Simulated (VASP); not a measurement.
Wanted: the native input for a VASP 6.6.1 run.

| Item | Value |
| --- | --- |
| Task | single point |
| Functional | PBE |
| Potentials or basis | VASP PAW PBE potentials, release 64 (Sc_sv) |
| Cutoff | 500 eV |
| k mesh | 8 × 8 × 8 |
| Occupations | gaussian, width 0.1 eV |
| Spin | no spin polarisation |
| Dipole correction | no |
| Further INCAR settings | ALGO = Normal; EDIFF = 1e-06; NBANDS = 12 |

The structure of Sc lies in POSCAR:

```
Sc
1.0
    0.0000000000      2.3268462047      2.3268462047
    2.3268462047      0.0000000000      2.3268462047
    2.3268462047      2.3268462047      0.0000000000
Sc
1
Direct
    0.0000000000      0.0000000000      0.0000000000
```

One way to write it, as run:

INCAR

```
SYSTEM = Sc
PREC = Accurate ; ENCUT = 500
EDIFF = 1E-6 ; ISMEAR = 0
SIGMA = 0.1 ; LREAL = .FALSE.
LASPH = .TRUE. ; NELM = 120
ALGO = Normal ; ISIF = 2
LWAVE = .FALSE. ; LCHARG = .FALSE.
GGA = PE ; NBANDS = 12
GGA_COMPAT = .FALSE.
```

KPOINTS

```
Automatic mesh
0
G
  8 8 8
  0 0 0
```

Potentials or basis: VASP PAW PBE potentials, release 64 (Sc_sv).

Launch:

```sh
$ cat potpaw_PBE.64/Sc_sv/POTCAR > POTCAR
$ mpirun -np 1 vasp_std > vasp.out
```

It gave:

| Quantity | Value |
| --- | --- |
| Pressure | -1.0 GPa |

Wall time 2.8 s on 1 thread of Intel(R) Xeon(R) 6975P-C (Granite Rapids), on a shared host, peak memory 0.13 GiB.
